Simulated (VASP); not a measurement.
# Bi2Se3 (R-3m) in VASP: settings compared, part 2 of 2

VASP 6.6.1. Earlier steps stand in the parts before.

## (3) Single point, PBE exchange alone

Contents of INCAR:

```
SYSTEM = Bi2Se3
  PREC = Accurate
  ENCUT = 520
  EDIFF = 1E-6
  ISMEAR = -1
  SIGMA = 0.05
  LREAL = .FALSE.
  LASPH = .TRUE.
  NELM = 60
  ALGO = Normal
  ISIF = 2
  LWAVE = .FALSE.
  LCHARG = .FALSE.
  GGA = PE
  ALDAC = 0.0
  AGGAC = 0.0
  NBANDS = 32
```

Contents of KPOINTS:

```
regular mesh
0
G
  8 8 8
  0 0 0
```

Contents of POSCAR:

```
Bi2Se3
1.0
    2.0715000000      1.1959810826      9.5453333333
   -2.0715000000      1.1959810826      9.5453333333
    0.0000000000     -2.3919621653      9.5453333333
Bi Se
2 3
Direct
    0.5992000000      0.5992000000      0.5992000000
    0.4008000000      0.4008000000      0.4008000000
    0.7883000000      0.7883000000      0.7883000000
    0.2117000000      0.2117000000      0.2117000000
    0.0000000000      0.0000000000      0.0000000000
```

Potentials or basis: VASP PAW PBE potentials, release 64 (Bi_d, Se).

Run with:

```sh
$ cat potpaw_PBE.64/Bi_d/POTCAR potpaw_PBE.64/Se/POTCAR > POTCAR
$ mpirun -np 1 vasp_std > vasp.out
```

OUTCAR:

```text
SYSTEM = Bi2Se3
   PREC = Accurate
   ENCUT = 520
   EDIFF = 1E-6
   ISMEAR = -1
   LREAL = .FALSE.
   LASPH = .TRUE.
   NELM = 60
   ISIF = 2
   GGA = PE

 ion  position               nearest neighbor table
   1  0.599  0.599  0.599-   4 2.85   4 2.85   4 2.85   5 3.07   5 3.07   5 3.07
   2  0.401  0.401  0.401-   3 2.85   3 2.85   3 2.85   5 3.07   5 3.07   5 3.07
   3  0.788  0.788  0.788-   2 2.85   2 2.85   2 2.85
   4  0.212  0.212  0.212-   1 2.85   1 2.85   1 2.85
   5  0.000  0.000  0.000-   1 3.07   1 3.07   2 3.07   2 3.07   1 3.07   2 3.07

  LATTYP: Found a trigonal (rhomboedric) cell.
 ALAT       =     9.8404710987
 COS(alpha) =     0.9113725833

  Lattice vectors:

 A1 = (   2.0715000000,   1.1959810826,   9.5453333333)
 A2 = (  -2.0715000000,   1.1959810826,   9.5453333333)
 A3 = (   0.0000000000,  -2.3919621653,   9.5453333333)

Analysis of symmetry for initial positions (statically):
=====================================================================
 Subroutine PRICEL returns:
 Original cell was already a primitive cell.

 Routine SETGRP: Setting up the symmetry group for a
 trigonal (rhombohedral) supercell.

 Subroutine GETGRP returns: Found 12 space group operations
 (whereof 12 operations were pure point group operations)
 out of a pool of 12 trial point group operations.

The static configuration has the point symmetry D_3d.

Analysis of symmetry for dynamics (positions and initial velocities):
=====================================================================
 Subroutine PRICEL returns:
 Original cell was already a primitive cell.

 Routine SETGRP: Setting up the symmetry group for a
 trigonal (rhombohedral) supercell.

 Subroutine GETGRP returns: Found 12 space group operations
 (whereof 12 operations were pure point group operations)
[... 124 lines left out ...]
   EFERMI_NEDOS =   21; number of points for ismear=-14 and -15
   IALGO  =     38    algorithm
   IMIX   =      4    mixing-type and parameters
     AMIX     =   0.40;   BMIX     =  1.00
     AMIX_MAG =   1.60;   BMIX_MAG =  1.00
  volume/ion in A,a.u.               =      28.38       191.50
  Fermi-wavevector in a.u.,A,eV,Ry     =   1.140700  2.155610 17.703848  1.301196
  Thomas-Fermi vector in A             =   2.277401
   LORBIT       =      0    0 simple, 1 ext, 2 COOP (PROOUT), +10 PAW based schemes
   GGA     = PE    functional components
   LHFCALC =     F    Hartree Fock is set to
   AEXX    =    0.0000 exact exchange contribution
   IVDW    =     0    specifies the selected vdW correction
   LEPSILON=     F    determine dielectric tensor
   LRPA    =     F    only Hartree local field effects (RPA)
 non-spin polarized calculation
  energy-cutoff  :      520.00
  volume of cell :      141.89
 maximum number of plane-waves:      3857
 NGX is ok and might be reduce to    80
   NGX = 37   NGY = 37   NGZ = 37

 number of electron      47.9999997 magnetization

 Free energy of the ion-electron system (eV)
  ---------------------------------------------------
  ext. energy  EPLUGINS =         0.00000000
  ---------------------------------------------------
  free energy    TOTEN  =       -13.89326162 eV

  energy without entropy =      -13.89312937  energy(sigma->0) =      -13.89319549

 E-fermi :   6.6151     XC(G=0):  -7.8721

 val. band max:        6.4701661440   @ k =   0.0000   0.0000   0.0000
 cond. band min:       6.7577900537   @ k =   0.0000   0.0000   0.0000
 fundamental gap:      0.2876239098
 Fermi energy:         6.6150728946

 k-point     1 :       0.0000    0.0000    0.0000
  band No.  band energies     occupation
      1     -16.5051      2.00000
      2     -16.5051      2.00000
      3     -16.5032      2.00000
      4     -16.5032      2.00000
      5     -16.4918      2.00000
      6     -16.4892      2.00000
[... 829 lines left out ...]
     31      11.3749      0.00000
     32      13.0098      0.00000

 [... further k-points ...]

------------------------ aborting loop because EDIFF is reached ----------------------------------------

  FORCE on cell =-STRESS in cart. coord.  units (eV):
  Direction    XX          YY          ZZ          XY          YZ          ZX
  --------------------------------------------------------------------------------------
  -------------------------------------------------------------------------------------
  Total       10.7410024     10.7410024     10.4268532     -0.0000000     -0.0000000      0.0000000
  in kB      121.2840802    121.2840802    117.7368048     -0.0000000     -0.0000000      0.0000000
  external PRESSURE =     120.1016551 kB  Pullay stress =       0.0000000 kB

 VOLUME and BASIS-vectors are now :
 -----------------------------------------------------------------------------
  energy-cutoff  :      520.00
  volume of cell :      141.89
      direct lattice vectors                 reciprocal lattice vectors
     2.071500000  1.195981083  9.545333333     0.241370987  0.139355604  0.034921078
    -2.071500000  1.195981083  9.545333333    -0.241370987  0.139355604  0.034921078
     0.000000000 -2.391962165  9.545333333     0.000000000 -0.278711209  0.034921078

 POSITION                                       TOTAL-FORCE (eV/Angst)
 -----------------------------------------------------------------------------------
      0.00000     -0.00000     17.15869         0.000000     -0.000000      0.199547
      0.00000     -0.00000     11.47731         0.000000      0.000000     -0.199547
      0.00000     -0.00000     22.57376         0.000000     -0.000000      0.639006
      0.00000     -0.00000      6.06224         0.000000      0.000000     -0.639006
      0.00000      0.00000      0.00000         0.000000     -0.000000      0.000000
 -----------------------------------------------------------------------------------
    total drift:                                0.000000      0.000000     -0.000000

  FREE ENERGIE OF THE ION-ELECTRON SYSTEM (eV)
  ---------------------------------------------------
  free  energy   TOTEN  =       -13.8932616169 eV

  energy  without entropy=      -13.8931293684  energy(sigma->0) =      -13.89319549
```

OSZICAR:

```text
N       E                     dE             d eps       ncg     rms          rms(c)
DAV:   1     0.478701544444E+03    0.47870E+03   -0.22797E+04  4160   0.155E+03
DAV:   2     0.416489672841E+02   -0.43705E+03   -0.41826E+03  4208   0.414E+02
DAV:   3    -0.125532586959E+02   -0.54202E+02   -0.51443E+02  5520   0.152E+02
DAV:   4    -0.148076308789E+02   -0.22544E+01   -0.22440E+01  4544   0.325E+01
DAV:   5    -0.148893971482E+02   -0.81766E-01   -0.81756E-01  5968   0.645E+00    0.536E+00
DAV:   6    -0.138476702518E+02    0.10417E+01   -0.15261E+00  5760   0.921E+00    0.329E+00
DAV:   7    -0.138732309266E+02   -0.25561E-01   -0.45492E-01  4648   0.283E+00    0.185E+00
DAV:   8    -0.138896125676E+02   -0.16382E-01   -0.60093E-02  5184   0.120E+00    0.663E-01
DAV:   9    -0.138926140020E+02   -0.30014E-02   -0.28253E-03  5032   0.489E-01    0.159E-01
DAV:  10    -0.138930576786E+02   -0.44368E-03   -0.14099E-03  4888   0.206E-01    0.664E-02
DAV:  11    -0.138931805974E+02   -0.12292E-03   -0.20025E-04  4488   0.840E-02    0.387E-02
DAV:  12    -0.138932604892E+02   -0.79892E-04   -0.13355E-04  4376   0.664E-02    0.105E-02
DAV:  13    -0.138932619164E+02   -0.14272E-05   -0.44279E-06  5000   0.155E-02    0.620E-03
DAV:  14    -0.138932616169E+02    0.29941E-06   -0.92857E-07  2880   0.534E-03
   1 F= -.13893262E+02 E0= -.13893195E+02  d E =-.132249E-03
```

stdout:

```text
POSCAR found type information on POSCAR BiSe
 POSCAR found :  2 types and       5 ions
 scaLAPACK will be used
 LDA part: xc-table for (Slater+PW92), standard interpolation
 POSCAR, INCAR and KPOINTS ok, starting setup
 FFT: planning ... GRIDC
 FFT: planning ... GRID_SOFT
 FFT: planning ... GRID
 WAVECAR not read
 entering main loop
```

Run time: 14 min. Hardware: 1 thread of AMD EPYC 9R45 (Zen 5), shared host; peak memory 1 GiB.

Results:

```
Free energy            : -13.8933 eV
Pressure               : 12.0 GPa
Largest force          : 0.639 eV/Å
Band gap on the k mesh : 0.29 eV
```

Forces on the atoms (eV/Å):
```
Bi   0.000  0.000  0.200
Bi   0.000  0.000 -0.200
Se   0.000  0.000  0.639
Se   0.000  0.000 -0.639
Se   0.000  0.000  0.000
```

Stress tensor (GPa, compression positive):
```
12.13  0.00  0.00
 0.00 12.13  0.00
 0.00  0.00 11.77
```

Levels at points of the mesh, in eV from the valence-band top:
```
           k point  band 21  band 22  band 23  band 24  band 25  band 26  band 27  band 28
(0.00, 0.00, 0.00)    -1.88    -1.22    -1.22     0.00     0.29     1.37     1.37     2.14
(0.50, 0.00, 0.00)    -2.99    -2.13    -1.25    -0.55     0.88     1.90     3.01     3.14
(0.50, 0.50, 0.00)    -1.87    -1.87    -1.65    -1.00     1.39     1.97     2.56     2.98
(0.50, 0.50, 0.50)    -1.54    -1.39    -1.39    -0.43     0.67     1.67     1.67     2.07
```

Caveat: the cell stands under pressure; spin-orbit coupling is left out, which moves the levels of the heavy elements.

## (4) Single point, LDA

This run uses another cell than the first one, of 29.51 Å³/atom.

Contents of INCAR:

```
PREC = Accurate
ENCUT = 520
EDIFF = 1E-6
ISMEAR = -1
SIGMA = 0.05
LREAL = F
LASPH = T
NELM = 60
ALGO = Normal
ISIF = 2
LWAVE = F
LCHARG = F
GGA = CA
NBANDS = 32
```

Contents of KPOINTS:

```
regular mesh
0
Gamma
  8 8 8
```

Changes to POSCAR since step 3:

```diff
@@ -2,5 +2,5 @@
 1.0
-    2.0715000000      1.1959810826      9.5453333333
-   -2.0715000000      1.1959810826      9.5453333333
-    0.0000000000     -2.3919621653      9.5453333333
+    2.0987597050      1.2117194806      9.6709442292
+   -2.0987597050      1.2117194806      9.6709442292
+    0.0000000000     -2.4234389614      9.6709442292
 Bi Se
```

Potentials or basis: VASP PAW LDA potentials, release 64 (Bi_d, Se).

Run with:

```sh
$ cat potpaw_LDA.64/Bi_d/POTCAR potpaw_LDA.64/Se/POTCAR > POTCAR
$ mpirun -np 1 vasp_std > vasp.out
```

OUTCAR:

```text
PREC = Accurate
   ENCUT = 520
   EDIFF = 1E-6
   ISMEAR = -1
   LREAL = F
   LASPH = T
   NELM = 60
   ISIF = 2
   GGA = CA

 ion  position               nearest neighbor table
   1  0.599  0.599  0.599-   4 2.89   4 2.89   4 2.89   5 3.12   5 3.12   5 3.12
   2  0.401  0.401  0.401-   3 2.89   3 2.89   3 2.89   5 3.12   5 3.12   5 3.12
   3  0.788  0.788  0.788-   2 2.89   2 2.89   2 2.89
   4  0.212  0.212  0.212-   1 2.89   1 2.89   1 2.89
   5  0.000  0.000  0.000-   1 3.12   1 3.12   2 3.12   2 3.12   1 3.12   2 3.12

[... 1044 lines left out ...]
  -------------------------------------------------------------------------------------
  Total       -3.5023969     -3.5023969     -3.5668086      0.0000000      0.0000000      0.0000000
  in kB      -38.0269076    -38.0269076    -38.7262507      0.0000000      0.0000000      0.0000000
  external PRESSURE =     -38.2600219 kB  Pullay stress =       0.0000000 kB

 VOLUME and BASIS-vectors are now :
 -----------------------------------------------------------------------------
  energy-cutoff  :      520.00
  volume of cell :      147.57
      direct lattice vectors                 reciprocal lattice vectors
     2.098759705  1.211719481  9.670944229     0.238235944  0.137545587  0.034467507
    -2.098759705  1.211719481  9.670944229    -0.238235944  0.137545587  0.034467507
     0.000000000 -2.423438961  9.670944229     0.000000000 -0.275091173  0.034467507

 POSITION                                       TOTAL-FORCE (eV/Angst)
 -----------------------------------------------------------------------------------
      0.00000     -0.00000     17.38449         0.000000     -0.000000      0.022813
      0.00000     -0.00000     11.62834         0.000000      0.000000     -0.022813
      0.00000     -0.00000     22.87082         0.000000      0.000000     -0.264769
      0.00000     -0.00000      6.14202         0.000000     -0.000000      0.264769
      0.00000      0.00000      0.00000         0.000000     -0.000000      0.000000
 -----------------------------------------------------------------------------------
    total drift:                                0.000000      0.000000     -0.000000

  FREE ENERGIE OF THE ION-ELECTRON SYSTEM (eV)
  ---------------------------------------------------
  free  energy   TOTEN  =       -23.3002012993 eV

  energy  without entropy=      -23.2998460606  energy(sigma->0) =      -23.30002368
```

OSZICAR:

```text
N       E                     dE             d eps       ncg     rms          rms(c)
DAV:   1     0.464969653533E+03    0.46497E+03   -0.22674E+04  4168   0.154E+03
DAV:   2     0.311755246006E+02   -0.43379E+03   -0.41571E+03  4240   0.406E+02
DAV:   3    -0.218009027206E+02   -0.52976E+02   -0.50195E+02  5504   0.149E+02
DAV:   4    -0.240733573815E+02   -0.22725E+01   -0.22600E+01  4584   0.326E+01
DAV:   5    -0.241550046886E+02   -0.81647E-01   -0.81636E-01  5896   0.644E+00    0.510E+00
DAV:   6    -0.233138276854E+02    0.84118E+00   -0.10921E+00  5760   0.743E+00    0.312E+00
DAV:   7    -0.233061119553E+02    0.77157E-02   -0.30883E-01  4656   0.240E+00    0.166E+00
DAV:   8    -0.233011469013E+02    0.49651E-02   -0.39094E-02  4840   0.103E+00    0.498E-01
DAV:   9    -0.233002080445E+02    0.93886E-03   -0.27055E-03  5456   0.367E-01    0.110E-01
DAV:  10    -0.233001937366E+02    0.14308E-04   -0.47519E-04  4864   0.131E-01    0.500E-02
DAV:  11    -0.233001973147E+02   -0.35781E-05   -0.72715E-05  4880   0.537E-02    0.252E-02
DAV:  12    -0.233002016464E+02   -0.43317E-05   -0.29070E-05  4080   0.244E-02    0.812E-03
DAV:  13    -0.233002012993E+02    0.34704E-06   -0.18309E-06  3352   0.927E-03
   1 F= -.23300201E+02 E0= -.23300024E+02  d E =-.355239E-03
```

stdout:

```text
POSCAR found type information on POSCAR BiSe
 POSCAR found :  2 types and       5 ions
 scaLAPACK will be used
 LDA part: xc-table for (Slater(with rela. corr.)+CA(PZ))
 , standard interpolation
 POSCAR, INCAR and KPOINTS ok, starting setup
 FFT: planning ... GRIDC
 FFT: planning ... GRID_SOFT
 FFT: planning ... GRID
 WAVECAR not read
 entering main loop
```

Wall time 18 min (1 thread of Oxide Virtual Turin-like, shared host); peak memory 0.77 GiB.

What came out:

```yaml
Free_energy: -23.3002 eV
Pressure: -3.8 GPa
Largest_force: 0.265 eV/Å
Band_gap_on_the_k_mesh: 0.12 eV
```

Forces on the atoms (eV/Å):
```
Bi   0.000  0.000  0.023
Bi   0.000  0.000 -0.023
Se   0.000  0.000 -0.265
Se   0.000  0.000  0.265
Se   0.000  0.000  0.000
```

Caveat: the cell stands under tension; spin-orbit coupling is left out, which moves the levels of the heavy elements. A k mesh can miss the band edges.

## (5) Overview

```csv
level,potentials or basis,cell,gap on the mesh (eV),pressure (GPa),largest force (eV/Å)
RPBE,"VASP PAW PBE potentials, release 64 (Bi_d, Se)","a = 9.840 Å, angles 24.3°, 5 atoms",0.29,4.2,0.17
PBE exchange alone,"VASP PAW PBE potentials, release 64 (Bi_d, Se)","a = 9.840 Å, angles 24.3°, 5 atoms",0.29,12.0,0.64
LDA,"VASP PAW LDA potentials, release 64 (Bi_d, Se)","a = 9.970 Å, angles 24.3°, 5 atoms",0.12,-3.8,0.26
```

Alike in all rows: task single point; no spin polarisation; k mesh 8 × 8 × 8; cutoff (eV) 520; smearing fermi-dirac 0.05 eV.

Caveats: spin-orbit coupling is left out, which moves the levels of the heavy elements; the cell stands under pressure (at least some runs); the PAW data sets were made with another functional, which shifts forces and pressure a little (at least some runs); the cell stands under tension (at least some runs).

Total energies depend on the potentials used, so only differences within one code and one set of settings carry meaning.
